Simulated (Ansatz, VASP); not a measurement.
This is a calculation of Nb for VASP 6.6.1.

Contents of INCAR:

```
ALGO = Normal
EDIFF = 1E-6
ENCUT = 500
GGA_COMPAT = F
ISIF = 2
ISMEAR = -1
LASPH = T
LCHARG = T
LELF = T
LREAL = F
LVHAR = T
LWAVE = F
NBANDS = 12
NELM = 120
PREC = Accurate
SIGMA = 0.05
```

Contents of KPOINTS:

```
k-points
0
Gamma
  11 11 11
```

File POSCAR:

```
Nb
1.0
   -1.6858465900      1.6858465900      1.6858465900
    1.6858465900     -1.6858465900      1.6858465900
    1.6858465900      1.6858465900     -1.6858465900
Nb
1
Direct
    0.0000000000      0.0000000000      0.0000000000
```

Potentials or basis: VASP PAW LDA potentials, release 64 (Nb_sv).

The run is started by

```console
$ cat potpaw_LDA.64/Nb_sv/POTCAR > POTCAR
$ mpirun -np 1 vasp_std > vasp.out
```

Problem. Set up the same calculation for Ansatz 0.2.0. Potentials there: all-electron LAPW, scalar-relativistic.

Solution. As run (the cutoff follows the program's own potentials):

Contents of input.yaml:

```yaml
crystal:
  lattice:
    - [-1.68584659, 1.68584659, 1.68584659]
    - [1.68584659, -1.68584659, 1.68584659]
    - [1.68584659, 1.68584659, -1.68584659]
  atoms:
    - { symbol: Nb, position: [0.0, 0.0, 0.0] }
kpoints:
  mp_grid: { grid: [11, 11, 11] }
scf:
  occupations: { method: fermi_dirac, width: 0.05 }
hamiltonian:
  xc: lda
  pseudopotentials: { kind: all_electron, lapw: { basis_error: 0.001 } }
output:
  forces: true
  stress: true
  eigenvalues: true
```

Potentials or basis: all-electron LAPW, scalar-relativistic.

Run with:

```sh
$ ansatz run input.yaml --threads 1 --pin off --max-ram 3072MiB --backend cpu --events-out ev --progress --plain --runs-dir out
```

Both were run:

|  | VASP | Ansatz | Ansatz less VASP |
| --- | --- | --- | --- |
| gap on the k mesh at the Fermi level (eV) | none | none | - |
| pressure (GPa) | -17.1 | -17.0 | +0.14 |

LDA's correlation is that of Perdew and Zunger in VASP and of Perdew and Wang (1992) in Ansatz. A gap of «none» marks a metal or a gap that the smearing closes. Ansatz ran all-electron here, and VASP with PAW potentials.
